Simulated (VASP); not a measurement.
# Cr (P6_3/mmc) in VASP: further runs

Runs on Cr. Level: PBE. Tasks: single point.

Program: VASP 6.6.1. These are calculated values, not measurements. Logs are shortened: lines on timing, memory, paths and dates and some standing lists are left out, and cuts for length are marked.

## Step 1: The cell of the first run

Symmetry: P6_3/mmc, No. 194, hexagonal system. The conventional cell has a = 2.158 Å, b = 2.158 Å, c = 3.548 Å, α = 90.00°, β = 90.00°, γ = 120.00°. Within 2.9 Å of Cr (site symmetry -6m2) lie 12 Cr at 2.16 to 2.17 Å.

## Step 2: Single point, PBE

Contents of INCAR:

```
SYSTEM = Cr
PREC = Accurate
ENCUT = 520
EDIFF = 1E-6
ISMEAR = -1
SIGMA = 0.1
LREAL = .False.
LASPH = .True.
NELM = 60
ALGO = Normal
ISIF = 2
LWAVE = .False.
LCHARG = .False.
GGA = PE
NBANDS = 19
```

Contents of KPOINTS:

```
regular mesh
0
Gamma
  17 17 9
  0 0 0
```

Contents of POSCAR:

```
Cr
1.0
    2.1583554948      0.0000000000      0.0000000000
   -1.0791777474      1.8691906889      0.0000000000
    0.0000000000      0.0000000000      3.5478566897
Cr
2
Direct
    0.3333333333      0.6666666667      0.2500000000
    0.6666666667      0.3333333333      0.7500000000
```

Potentials or basis: VASP PAW PBE potentials, release 64 (Cr_pv).

Command:

```
$ cat potpaw_PBE.64/Cr_pv/POTCAR > POTCAR
$ mpirun -np 1 vasp_std > vasp.out
```

OUTCAR:

```text
SYSTEM = Cr
   PREC = Accurate
   ENCUT = 520
   EDIFF = 1E-6
   ISMEAR = -1
   LREAL = .False.
   LASPH = .True.
   NELM = 60
   ISIF = 2
   GGA = PE

 ion  position               nearest neighbor table
   1  0.333  0.667  0.250-   2 2.17   2 2.17   2 2.17   2 2.17   2 2.17   2 2.17   2 3.06   2 3.06
                             2 3.06   2 3.06   2 3.06   2 3.06
   2  0.667  0.333  0.750-   1 2.17   1 2.17   1 2.17   1 2.17   1 2.17   1 2.17   1 3.06   1 3.06
                             1 3.06   1 3.06   1 3.06   1 3.06

  LATTYP: Found a hexagonal cell.
 ALAT       =     2.1583554948
 C/A-ratio  =     1.6437777272

  Lattice vectors:

 A1 = (   2.1583554948,   0.0000000000,   0.0000000000)
 A2 = (  -1.0791777474,   1.8691906889,   0.0000000000)
 A3 = (   0.0000000000,   0.0000000000,   3.5478566897)

Analysis of symmetry for initial positions (statically):
=====================================================================
 Subroutine PRICEL returns:
 Original cell was already a primitive cell.

 Routine SETGRP: Setting up the symmetry group for a
 hexagonal supercell.

 Subroutine GETGRP returns: Found 24 space group operations
 (whereof 12 operations were pure point group operations)
 out of a pool of 24 trial point group operations.

The static configuration has the point symmetry D_3d.
 The point group associated with its full space group is D_6h.

Analysis of symmetry for dynamics (positions and initial velocities):
=====================================================================
 Subroutine PRICEL returns:
 Original cell was already a primitive cell.

 Routine SETGRP: Setting up the symmetry group for a
 hexagonal supercell.

 Subroutine GETGRP returns: Found 24 space group operations
 (whereof 12 operations were pure point group operations)
 out of a pool of 24 trial point group operations.

The dynamic configuration has the point symmetry D_3d.
 The point group associated with its full space group is D_6h.

 Subroutine INISYM returns: Found 24 space group operations
 (whereof 12 operations are pure point group operations),
 and found     1 'primitive' translations

----------------------------------------------------------------------------------------

                                     Primitive cell

  volume of cell :      14.3134

  direct lattice vectors                    reciprocal lattice vectors
     2.158355495  0.000000000  0.000000000     0.463315706  0.267495448  0.000000000
    -1.079177747  1.869190689  0.000000000     0.000000000  0.534990895  0.000000000
     0.000000000  0.000000000  3.547856690     0.000000000  0.000000000  0.281860314

[... 82 lines left out ...]
   NELM   =     60;   NELMIN=  2; NELMDL= -5     # of ELM steps
   EDIFF  = 0.1E-05   stopping-criterion for ELM
   LREAL  =      F    real-space projection
   EDIFFG = 0.1E-04   stopping-criterion for IOM
   NSW    =      0    number of steps for IOM
   IBRION =     -1    ionic relax: 0-MD 1-quasi-New 2-CG
   NFREE  =      0    steps in history (QN), initial steepest desc. (CG)
   ISIF   =      2    stress and relaxation
   ISYM   =      2    0-nonsym 1-usesym 2-fastsym
   POTIM  = 0.5000    time-step for ionic-motion
   TEBEG  =    0.0;   TEEND  =   0.0 temperature during run
   PSTRESS=    0.0 pullay stress
   NELECT =      24.0000    total number of electrons
   NUPDOWN=      -1.0000    fix difference up-down
   EMIN   =  10.00;   EMAX   =-10.00  energy-range for DOS
   EFERMI =   0.00;   METHOD = LEGACY
   ISMEAR =    -1;   SIGMA  =   0.10  broadening in eV -4-tet -1-fermi 0-gaus
   EFERMI_NEDOS =   21; number of points for ismear=-14 and -15
   IALGO  =     38    algorithm
   IMIX   =      4    mixing-type and parameters
     AMIX     =   0.40;   BMIX     =  1.00
     AMIX_MAG =   1.60;   BMIX_MAG =  1.00
  volume/ion in A,a.u.               =       7.16        48.30
  Fermi-wavevector in a.u.,A,eV,Ry     =   1.944902  3.675332 51.465986  3.782643
  Thomas-Fermi vector in A             =   2.973738
   LORBIT       =      0    0 simple, 1 ext, 2 COOP (PROOUT), +10 PAW based schemes
   GGA     = PE    functional components
   LHFCALC =     F    Hartree Fock is set to
   AEXX    =    0.0000 exact exchange contribution
   IVDW    =     0    specifies the selected vdW correction
   LEPSILON=     F    determine dielectric tensor
   LRPA    =     F    only Hartree local field effects (RPA)
 non-spin polarized calculation
  energy-cutoff  :      520.00
  volume of cell :       14.31
 maximum number of plane-waves:       395
   NGX =  9   NGY =  9   NGZ = 13

 number of electron      23.9999977 magnetization

 Free energy of the ion-electron system (eV)
  ---------------------------------------------------
  ext. energy  EPLUGINS =         0.00000000
  ---------------------------------------------------
  free energy    TOTEN  =       -11.82976661 eV

  energy without entropy =      -11.75605243  energy(sigma->0) =      -11.79290952

 E-fermi :  19.1370     XC(G=0): -16.6595

 val. band max:       19.1270809257   @ k =   0.1765   0.1176   0.3333
 cond. band min:      19.1389261484   @ k =   0.2941   0.1176   0.3333
 fundamental gap:      0.0118452227
 Fermi energy:        19.1369583961

 k-point     1 :       0.0000    0.0000    0.0000
  band No.  band energies     occupation
      1     -25.8373      2.00000
      2     -22.4547      2.00000
      3     -22.4547      2.00000
      4     -22.0661      2.00000
      5     -22.0280      2.00000
      6     -22.0280      2.00000
[... 505 lines left out ...]
      6     -22.4571      2.00000
[... 11 lines left out ...]
     18      27.3889      0.00000
     19      27.3895      0.00000

 [... further k-points ...]

------------------------ aborting loop because EDIFF is reached ----------------------------------------

  FORCE on cell =-STRESS in cart. coord.  units (eV):
  Direction    XX          YY          ZZ          XY          YZ          ZX
  --------------------------------------------------------------------------------------
  -------------------------------------------------------------------------------------
  Total       29.2681145     29.2681145     29.2544706     -0.0000000      0.0000000      0.0000000
  in kB     3276.1416610   3276.1416610   3274.6144291     -0.0000000      0.0000000      0.0000000
  external PRESSURE =    3275.6325837 kB  Pullay stress =       0.0000000 kB

 VOLUME and BASIS-vectors are now :
 -----------------------------------------------------------------------------
  energy-cutoff  :      520.00
  volume of cell :       14.31
      direct lattice vectors                 reciprocal lattice vectors
     2.158355495  0.000000000  0.000000000     0.463315706  0.267495448  0.000000000
    -1.079177747  1.869190689  0.000000000     0.000000000  0.534990895  0.000000000
     0.000000000  0.000000000  3.547856690     0.000000000  0.000000000  0.281860314

 POSITION                                       TOTAL-FORCE (eV/Angst)
 -----------------------------------------------------------------------------------
     -0.00000      1.24613      0.88696         0.000000      0.000000      0.000000
      1.07918      0.62306      2.66089        -0.000000     -0.000000      0.000000
 -----------------------------------------------------------------------------------
    total drift:                               -0.000000      0.000000     -0.000000

  FREE ENERGIE OF THE ION-ELECTRON SYSTEM (eV)
  ---------------------------------------------------
  free  energy   TOTEN  =       -11.8297666052 eV

  energy  without entropy=      -11.7560524261  energy(sigma->0) =      -11.79290952
```

stdout:

```text
POSCAR found type information on POSCAR Cr
 POSCAR found :  1 types and       2 ions
 scaLAPACK will be used
 LDA part: xc-table for (Slater+PW92), standard interpolation
 POSCAR, INCAR and KPOINTS ok, starting setup
 FFT: planning ... GRIDC
 FFT: planning ... GRID_SOFT
 FFT: planning ... GRID
 WAVECAR not read
 entering main loop
```

Wall time 15 s (1 thread of Intel Xeon 6975P-C (Granite Rapids), shared host); peak memory 0.14 GiB.

What came out:

```
Free energy            : -11.8298 eV
Pressure               : 327.6 GPa
Band gap on the k mesh : zero (band 12 reaches 20.87 eV, above the bottom of band 13 at 17.92 eV)
```

Stress tensor (GPa, compression positive):
```
327.61   0.00   0.00
  0.00 327.61   0.00
  0.00   0.00 327.46
```

Levels at points of the mesh, in eV from the Fermi level:
| k point | band 10 | band 11 | band 12 | band 13 | band 14 | band 15 |
| --- | --- | --- | --- | --- | --- | --- |
| (0.00, 0.00, 0.00) | -1.24 | -1.24 | -0.23 | -0.23 | 1.03 | 1.03 |

Caveat: the run has no spin polarisation, though such a crystal can be magnetic.

## Step 3: Single point, PBE

Contents of INCAR:

```
PREC = Accurate
ENCUT = 520
EDIFF = 1E-7
ISMEAR = -1
SIGMA = 0.1
LREAL = False
LASPH = True
NELM = 60
ALGO = Normal
ISIF = 2
LWAVE = False
LCHARG = False
GGA = PE
NBANDS = 19
```

Contents of KPOINTS:

```
Automatic mesh
0
Gamma
  17 17 9
```

POSCAR is that of step 2.

Potentials or basis: VASP PAW PBE potentials, release 64 (Cr_pv).

Command:

```
$ cat potpaw_PBE.64/Cr_pv/POTCAR > POTCAR
$ mpirun -np 1 vasp_std > vasp.out
```

OUTCAR:

```text
PREC = Accurate
   ENCUT = 520
   EDIFF = 1E-7
   ISMEAR = -1
   LREAL = False
   LASPH = True
   NELM = 60
   ISIF = 2
   GGA = PE

 ion  position               nearest neighbor table
   1  0.333  0.667  0.250-   2 2.17   2 2.17   2 2.17   2 2.17   2 2.17   2 2.17   2 3.06   2 3.06
                             2 3.06   2 3.06   2 3.06   2 3.06
   2  0.667  0.333  0.750-   1 2.17   1 2.17   1 2.17   1 2.17   1 2.17   1 2.17   1 3.06   1 3.06
                             1 3.06   1 3.06   1 3.06   1 3.06

  LATTYP: Found a hexagonal cell.
 ALAT       =     2.1583554948
 C/A-ratio  =     1.6437777272

  Lattice vectors:

 A1 = (   2.1583554948,   0.0000000000,   0.0000000000)
 A2 = (  -1.0791777474,   1.8691906889,   0.0000000000)
 A3 = (   0.0000000000,   0.0000000000,   3.5478566897)

Analysis of symmetry for initial positions (statically):
=====================================================================
 Subroutine PRICEL returns:
 Original cell was already a primitive cell.

 Routine SETGRP: Setting up the symmetry group for a
 hexagonal supercell.

 Subroutine GETGRP returns: Found 24 space group operations
 (whereof 12 operations were pure point group operations)
[... 162 lines left out ...]

  energy without entropy =      -11.75605303  energy(sigma->0) =      -11.79291031

 E-fermi :  19.1370     XC(G=0): -16.6596

 val. band max:       19.1270971651   @ k =   0.1765   0.1176   0.3333
 cond. band min:      19.1389366456   @ k =   0.2941   0.1176   0.3333
 fundamental gap:      0.0118394805
 Fermi energy:        19.1369714565

 k-point     1 :       0.0000    0.0000    0.0000
  band No.  band energies     occupation
      1     -25.8373      2.00000
      2     -22.4547      2.00000
      3     -22.4547      2.00000
      4     -22.0662      2.00000
      5     -22.0280      2.00000
      6     -22.0280      2.00000
[... 505 lines left out ...]
      6     -22.4571      2.00000
[... 11 lines left out ...]
     18      27.3886      0.00000
     19      27.3892      0.00000

 [... further k-points ...]

------------------------ aborting loop because EDIFF is reached ----------------------------------------

  FORCE on cell =-STRESS in cart. coord.  units (eV):
  Direction    XX          YY          ZZ          XY          YZ          ZX
  --------------------------------------------------------------------------------------
  -------------------------------------------------------------------------------------
  Total       29.2641653     29.2641653     29.2500722      0.0000000      0.0000000     -0.0000000
  in kB     3275.6996037   3275.6996037   3274.1220845      0.0000000      0.0000000     -0.0000000
  external PRESSURE =    3275.1737640 kB  Pullay stress =       0.0000000 kB

 VOLUME and BASIS-vectors are now :
 -----------------------------------------------------------------------------
  energy-cutoff  :      520.00
  volume of cell :       14.31
      direct lattice vectors                 reciprocal lattice vectors
     2.158355495  0.000000000  0.000000000     0.463315706  0.267495448  0.000000000
    -1.079177747  1.869190689  0.000000000     0.000000000  0.534990895  0.000000000
     0.000000000  0.000000000  3.547856690     0.000000000  0.000000000  0.281860314

 POSITION                                       TOTAL-FORCE (eV/Angst)
 -----------------------------------------------------------------------------------
     -0.00000      1.24613      0.88696         0.000000      0.000000      0.000000
      1.07918      0.62306      2.66089        -0.000000     -0.000000      0.000000
 -----------------------------------------------------------------------------------
    total drift:                               -0.000000      0.000000     -0.000000

  FREE ENERGIE OF THE ION-ELECTRON SYSTEM (eV)
  ---------------------------------------------------
  free  energy   TOTEN  =       -11.8297675869 eV

  energy  without entropy=      -11.7560530325  energy(sigma->0) =      -11.79291031
```

OSZICAR:

```text
N       E                     dE             d eps       ncg     rms          rms(c)
DAV:   1     0.231657293816E+03    0.23166E+03   -0.13949E+04  6366   0.174E+03
DAV:   2    -0.593161824792E+01   -0.23759E+03   -0.23124E+03  6311   0.449E+02
DAV:   3    -0.127831494253E+02   -0.68515E+01   -0.67878E+01  7080   0.918E+01
DAV:   4    -0.128635601207E+02   -0.80411E-01   -0.80258E-01  8232   0.908E+00
DAV:   5    -0.128645693942E+02   -0.10093E-02   -0.10028E-02  6817   0.969E-01    0.354E+01
DAV:   6    -0.119554435542E+02    0.90913E+00   -0.22319E+00  6414   0.190E+01    0.137E+01
DAV:   7    -0.118430923548E+02    0.11235E+00   -0.31696E-01  6555   0.590E+00    0.279E+00
DAV:   8    -0.118306274182E+02    0.12465E-01   -0.49762E-02  6357   0.311E+00    0.289E-01
DAV:   9    -0.118297728851E+02    0.85453E-03   -0.19046E-03  7116   0.607E-01    0.409E-02
DAV:  10    -0.118297653827E+02    0.75024E-05   -0.12535E-04  7734   0.122E-01    0.438E-02
DAV:  11    -0.118297672975E+02   -0.19148E-05   -0.27714E-05  6578   0.656E-02    0.459E-03
DAV:  12    -0.118297666043E+02    0.69326E-06   -0.29428E-07  5771   0.691E-03    0.221E-03
DAV:  13    -0.118297674205E+02   -0.81629E-06   -0.15426E-08  3477   0.169E-03    0.215E-04
DAV:  14    -0.118297675826E+02   -0.16205E-06   -0.33396E-09  3402   0.714E-04    0.106E-04
DAV:  15    -0.118297675869E+02   -0.42792E-08   -0.66426E-10  3399   0.318E-04
   1 F= -.11829768E+02 E0= -.11792910E+02  d E =-.737146E-01
```

stdout:

```text
POSCAR found type information on POSCAR Cr
 POSCAR found :  1 types and       2 ions
 scaLAPACK will be used
 LDA part: xc-table for (Slater+PW92), standard interpolation
 POSCAR, INCAR and KPOINTS ok, starting setup
 FFT: planning ... GRIDC
 FFT: planning ... GRID_SOFT
 FFT: planning ... GRID
 WAVECAR not read
 entering main loop
```

Run time: 16 s. Hardware: 1 thread of Intel Xeon 6975P-C (Granite Rapids), shared host; peak memory 0.15 GiB.

What came out:

```yaml
Free_energy: -11.8298 eV
Pressure: 327.5 GPa
Band_gap_on_the_k_mesh: zero (band 12 reaches 20.87 eV, above the bottom of band 13 at 17.92 eV)
```

Levels at points of the mesh, in eV from the Fermi level:
```csv
k point,band 10,band 11,band 12,band 13,band 14,band 15
"(0.00, 0.00, 0.00)",-1.24,-1.24,-0.23,-0.23,1.03,1.03
```

Caveat: the run has no spin polarisation, though such a crystal can be magnetic.

## Step 4: Single point, PBE

This run uses another cell than the first one, of 8.11 Å³/atom, 1.133 times its volume.

Contents of INCAR:

```
  PREC = Accurate
  ENCUT = 520
  EDIFF = 1E-7
  ISMEAR = -1
  SIGMA = 0.1
  LREAL = False
  LASPH = True
  NELM = 80
  ALGO = Normal
  ISIF = 2
  LWAVE = False
  LCHARG = False
  GGA = PE
  NBANDS = 19
```

KPOINTS is that of step 3.

Contents of POSCAR:

```
Cr
1.0
    2.2119492345      0.0000000000      0.0000000000
   -1.1059746173      1.9156042290      0.0000000000
    0.0000000000      0.0000000000      3.8284182233
Cr
2
Direct
    0.3333333333      0.6666666667      0.2500000000
    0.6666666667      0.3333333333      0.7500000000
```

Command:

```
$ cat potpaw_PBE.64/Cr_pv/POTCAR > POTCAR
$ mpirun -np 1 vasp_std > vasp.out
```

Wall time 16 s (1 thread of Intel Xeon 6975P-C (Granite Rapids), shared host); peak memory 0.15 GiB.

Results (log left out):

```
Free energy            : -14.8974 eV
Pressure               : 196.2 GPa
Band gap on the k mesh : zero (band 12 reaches 18.32 eV, above the bottom of band 13 at 15.85 eV)
```

Stress tensor (GPa, compression positive):
```
196.48   0.00   0.00
  0.00 196.48   0.00
  0.00   0.00 195.54
```

Levels at points of the mesh, in eV from the Fermi level:
```
           k point  band 10  band 11  band 12  band 13  band 14  band 15
(0.00, 0.00, 0.00)    -0.88    -0.88    -0.20    -0.20     1.36     1.36
```

Caveat: the run has no spin polarisation, though such a crystal can be magnetic.
